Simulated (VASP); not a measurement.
CaAlO4, 6 atoms in the cell. Symmetry: F-43m, No. 216, cubic system. The conventional cell has a = 6.543 Å, b = 6.543 Å, c = 6.543 Å, α = 90.00°, β = 90.00°, γ = 90.00°. Within 3.6 Å of Ca (site symmetry -43m) lie 12 O at 2.71 Å and 4 Al at 2.83 Å. Al (site symmetry -43m) has 12 O at 2.71 Å and 4 Ca at 2.83 Å within 3.6 Å. O (site symmetry 3m) has 6 O at 2.30 to 2.33 Å and 3 Al at 2.71 Å and 3 Ca at 2.71 Å within 3.0 Å. 

| Item | Value |
| --- | --- |
| Program | VASP 6.6.1 |
| Task | single point |
| Functional | PBE |
| Potentials or basis | VASP PAW PBE potentials, release 64 (Ca_sv, Al, O) |
| Cutoff | 520 eV |
| k mesh | 4 × 4 × 4 |
| Occupations | gaussian, width 0.1 eV |
| Spin | no spin polarisation |
| Dipole correction | no |
| Further INCAR settings | ALGO = Normal; EDIFF = 1e-06; NBANDS = 28 |

Potentials or basis: VASP PAW PBE potentials, release 64 (Ca_sv, Al, O).

The run is started by

```console
$ cat potpaw_PBE.64/Ca_sv/POTCAR potpaw_PBE.64/Al/POTCAR potpaw_PBE.64/O/POTCAR > POTCAR
$ mpirun -np 1 vasp_std > vasp.out
```

Hardware: 1 thread of AMD EPYC 7R13 Processor (Zen 3), on a shared host.

Question: How long does it take, and how much memory?

Answer: Wall time 21 s on 1 thread of AMD EPYC 7R13 Processor (Zen 3), on a shared host, peak memory 0.18 GiB. Counts: scf iterations 14, k points 8.
